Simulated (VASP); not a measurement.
Here is a VASP 6.6.1 calculation.

INCAR

```
SYSTEM = Cr
ALGO = Normal
EDIFF = 1E-6
ENCUT = 520
GGA = PE
ISIF = 2
ISMEAR = -1
ISPIN = 2
LASPH = .True.
LCHARG = .False.
LMAXMIX = 4
LORBIT = 11
LREAL = .False.
LWAVE = .False.
MAGMOM = 0
NBANDS = 16
NELM = 150
NUPDOWN = 0.0
PREC = Accurate
SIGMA = 0.05
```

The input KPOINTS:

```
k-points
0
Gamma
  10 10 10
  0 0 0
```

Contents of POSCAR:

```
Cr
1.0
   -1.4844496776      1.4844496776      1.4844496776
    1.4844496776     -1.4844496776      1.4844496776
    1.4844496776      1.4844496776     -1.4844496776
Cr
1
Direct
    0.0000000000      0.0000000000      0.0000000000
```

Potentials or basis: VASP PAW PBE potentials, release 64 (Cr_pv).

Run with:

```bash
$ cat potpaw_PBE.64/Cr_pv/POTCAR > POTCAR
$ mpirun -np 1 vasp_std > vasp.out
```

(1) Predict the pressure.

Answers

(1) -24.6 GPa.

Caveat: the total moment is fixed, so each spin has its own Fermi level.
